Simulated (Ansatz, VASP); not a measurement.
# MgO: VASP beside Ansatz

Contents of POSCAR:

```
MgO
1.0
    0.0000000000      2.2240931270      2.2240931270
    2.2240931270      0.0000000000      2.2240931270
    2.2240931270      2.2240931270      0.0000000000
Mg O
1 1
Direct
    0.0000000000      0.0000000000      0.0000000000
    0.5000000000      0.5000000000      0.5000000000
```

The input INCAR.step1:

```
SYSTEM = MgO
ALGO     = Normal         ! electronic algorithm
EDIFF    = 1E-5           ! SCF threshold, eV
ENCUT    = 520            ! plane-wave cutoff, eV
GGA      = PE             ! functional
ISIF     = 2              ! what is computed and relaxed
ISMEAR   = 0              ! smearing method
LASPH    = .True.         ! aspherical terms in the spheres
LREAL    = .False.        ! projectors in reciprocal space
LWAVE    = .True.         ! write WAVECAR
NBANDS   = 11             ! bands
NELM     = 80             ! most SCF steps
PREC     = Accurate       ! precision mode
SIGMA    = 0.01           ! smearing width, eV
```

The input INCAR.step2:

```
SYSTEM = MgO
ALGO     = Normal         ! electronic algorithm
EDIFF    = 1E-6           ! SCF threshold, eV
ENCUT    = 520            ! plane-wave cutoff, eV
GGA      = PE             ! functional
HFSCREEN = 0.2079         ! screening, 1/A
ISIF     = 2              ! what is computed and relaxed
ISMEAR   = 0              ! smearing method
ISTART   = 1            
LASPH    = .True.         ! aspherical terms in the spheres
LCHARG   = .True.         ! write CHGCAR
LELF     = .True.         ! ELF
LHFCALC  = .True.         ! exact exchange
LREAL    = .False.        ! projectors in reciprocal space
LVHAR    = .True.       
LWAVE    = .False.        ! write WAVECAR
NBANDS   = 11             ! bands
NELM     = 80             ! most SCF steps
PREC     = Accurate       ! precision mode
PRECFOCK = Normal       
SIGMA    = 0.01           ! smearing width, eV
```

File KPOINTS:

```
k-points
0
Gamma
  8 8 8
  0 0 0
```

Input for Ansatz:

```yaml
crystal:
  lattice:
    - [0.0, 2.224093127, 2.224093127]
    - [2.224093127, 0.0, 2.224093127]
    - [2.224093127, 2.224093127, 0.0]
  atoms:
    - { symbol: Mg, position: [0.0, 0.0, 0.0] }
    - { symbol: O, position: [0.5, 0.5, 0.5] }
kpoints:
  mp_grid: { grid: [8, 8, 8] }
  band_path:
    path:
      - [0.0, 0.0, 0.0]
      - [0.5, 0.0, 0.5]
      - [0.625, 0.25, 0.625]
      - [0.375, 0.375, 0.75]
      - [0.5, 0.5, 0.5]
      - [0.5, 0.25, 0.75]
    npoints: 1
hamiltonian:
  xc: hse06
scf:
  occupations: { method: fixed }
  n_extra_bands: 4
output:
  forces: true
  stress: true
  eigenvalues: true
```

Change from the starting cell: hydrostatic strain +5.8%.

Alike in both runs: task single point; functional HSE06; k mesh 8 × 8 × 8; no spin polarisation.

```csv
,VASP,Ansatz
version,VASP 6.6.1,Ansatz 0.2.0
potentials or method,"VASP PAW PBE potentials, release 64 (Mg, O)","plane waves, PAW"
plane-wave cutoff (eV),520,420
occupations,"gaussian, width 0.01 eV",fixed
valence electrons in the cell,8,16
```

```tsv
	VASP	Ansatz	Ansatz less VASP
gap on the k mesh at the Fermi level (eV)	4.85	4.90	+0.045
pressure (GPa)	-20.6	-20.2	+0.46
```

VASP's potentials hold 8 valence electrons a cell and Ansatz's 16, so a difference there can come from the potentials and not from the codes. Ansatz's warnings: stress exchange threshold loose, stress scf threshold loose.
